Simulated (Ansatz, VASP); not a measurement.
## WS2: VASP beside Ansatz

The input INCAR:

```
PREC = Accurate
ENCUT = 520
EDIFF = 1E-6
ISMEAR = 0
SIGMA = 0.02
LREAL = F
LASPH = T
NELM = 60
ALGO = Normal
ISIF = 2
LWAVE = F
LCHARG = F
GGA = PS
IVDW = 12
IBRION = 2
NSW = 60
EDIFFG = -0.01
LUSENCCL = F
```

Contents of KPOINTS:

```
regular mesh
0
Gamma
  12 12 2
```

POSCAR

```
WS2
1.0
    3.1835163552      0.0000000000      0.0000000000
   -1.5917581776      2.7570060369      0.0000000000
    0.0000000000      0.0000000000     16.9505778900
W S
1 2
Direct
    0.3333333300      0.6666666700      0.0000000000
    0.6666666700      0.3333333300      0.9079994900
    0.6666666700      0.3333333300      0.0920005100
```

Input for Ansatz:

```yaml
crystal:
  lattice:
    - [3.1835163552, 0.0, 0.0]
    - [-1.5917581776, 2.7570060369, 0.0]
    - [0.0, 0.0, 16.95057789]
  atoms:
    - { symbol: W, position: [0.33333333, 0.66666667, 0.0] }
    - { symbol: S, position: [0.66666667, 0.33333333, 0.90799949] }
    - { symbol: S, position: [0.66666667, 0.33333333, 0.09200051] }
basis:
  ecutwfc: 420
kpoints:
  mp_grid: { grid: [12, 12, 2] }
hamiltonian:
  xc: pbesol
  dispersion: d3bj
scf:
  occupations: { method: gaussian, width: 0.02 }
output:
  forces: true
  stress: true
  eigenvalues: true
  write_density: true
  write_potential: true
  elf: true
  volumetric_format: npy
relax:
  adjacent_minimum: "off"
  f_tol: 0.01
  max_steps: 40
```

Alike in both runs: task relaxation of the atoms; functional PBEsol; dispersion D3(BJ); k mesh 12 × 12 × 2; occupations gaussian, width 0.02 eV; no spin polarisation.

|  | VASP | Ansatz |
| --- | --- | --- |
| version | VASP 6.6.1 | Ansatz 0.2.0 |
| potentials or method | VASP PAW PBE potentials, release 64 (W_sv, S), cutoff 520 eV | scalar-relativistic, plane waves, PAW |
| valence electrons in the cell | 26 | 26 |

VASP gave:

* gap on the k mesh at the Fermi level, each at its own relaxed structure (eV): 1.73

What did Ansatz give for the same quantities?

gap on the k mesh at the Fermi level, each at its own relaxed structure (eV): 1.71.

VASP's potentials were made for PBE, not for PBEsol. Ansatz's warnings: stress scf threshold loose, xc potential rough in thin density.

Spin-orbit coupling is off throughout.
